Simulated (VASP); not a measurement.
Here is a VASP 6.6.1 calculation.

Contents of INCAR:

```
  ALGO = Normal
  EDIFF = 1E-6
  ENCUT = 520
  GGA = RP
  ISIF = 2
  ISMEAR = 0
  LASPH = True
  LCHARG = False
  LREAL = False
  LWAVE = False
  NBANDS = 7
  NELM = 100
  PREC = Accurate
  SIGMA = 0.02
```

The input KPOINTS:

```
k-points
0
Gamma
  11 11 11
```

Contents of POSCAR:

```
Mg
1.0
   -1.8359916300      1.8359916300      1.6794040200
    1.8359916300     -1.8359916300      1.6794040200
    1.8359916300      1.8359916300     -1.6794040200
Mg
1
Direct
    0.0000000000      0.0000000000      0.0000000000
```

Potentials or basis: VASP PAW PBE potentials, release 64 (Mg).

The run is started by

```bash
$ cat potpaw_PBE.64/Mg/POTCAR > POTCAR
$ mpirun -np 1 vasp_std > vasp.out
```

Estimate the pressure.

1.6 GPa.

What does it give for the band gap on the k mesh?

Zero (band 1 reaches 5.96 eV, above the bottom of band 2 at 1.68 eV).

Stress tensor (GPa, compression positive):
```
1.31 0.00 0.00
0.00 1.31 0.00
0.00 0.00 2.15
```

Caveat: the PAW data sets were made with another functional, which shifts forces and pressure a little.
